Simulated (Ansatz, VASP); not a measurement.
This is a calculation of Ag for VASP 6.6.1.

File INCAR:

```
SYSTEM = Ag
PREC = Accurate ; ENCUT = 600
EDIFF = 1E-6 ; ISMEAR = -1
SIGMA = 0.05 ; LREAL = .False.
LASPH = .True. ; NELM = 80
ALGO = Normal ; ISIF = 3
LWAVE = .False. ; LCHARG = .False.
IBRION = 2 ; NSW = 80
EDIFFG = -0.01
```

File KPOINTS:

```
regular mesh
0
Gamma
  11 11 11
  0 0 0
```

Contents of POSCAR:

```
Ag
1.0
    0.0000000000      2.0427500000      2.0427500000
    2.0427500000      0.0000000000      2.0427500000
    2.0427500000      2.0427500000      0.0000000000
Ag
1
Direct
    0.0000000000      0.0000000000      0.0000000000
```

Potentials or basis: VASP PAW LDA potentials, release 64 (Ag).

Launch:

```sh
$ cat potpaw_LDA.64/Ag/POTCAR > POTCAR
$ mpirun -np 1 vasp_std > vasp.out
```

**Question.** Set up the same calculation for Ansatz 0.2.0. Potentials there: all-electron LAPW, scalar-relativistic.

**Answer.** As run (the cutoff follows the program's own potentials):

input.yaml

```yaml
crystal:
  lattice:
    - [0.0, 2.04275, 2.04275]
    - [2.04275, 0.0, 2.04275]
    - [2.04275, 2.04275, 0.0]
  atoms:
    - { symbol: Ag, position: [0.0, 0.0, 0.0] }
kpoints:
  mp_grid: { grid: [11, 11, 11] }
scf:
  occupations: { method: fermi_dirac, width: 0.05 }
hamiltonian:
  xc: lda
  pseudopotentials: { kind: all_electron, lapw: { basis_error: 0.001 } }
output:
  forces: true
  stress: true
relax:
  f_tol: 0.01
  max_steps: 60
  cell: {}
```

Potentials or basis: all-electron LAPW, scalar-relativistic.

The run is started by

```sh
$ ansatz run input.yaml --threads 1 --pin off --max-ram 3072MiB --backend cpu --events-out ev --progress --plain --runs-dir out
```

Both were run:

|  | VASP | Ansatz | Ansatz less VASP |
| --- | --- | --- | --- |
| relaxed volume (Å³/atom) | 16.00 | 15.97 | -0.026 |
| relaxed cell length with the largest relative difference (Å) | 2.828 | 2.827 | -0.0015 |

LDA's correlation is that of Perdew and Zunger in VASP and of Perdew and Wang (1992) in Ansatz. Ansatz ran all-electron here, and VASP with PAW potentials.
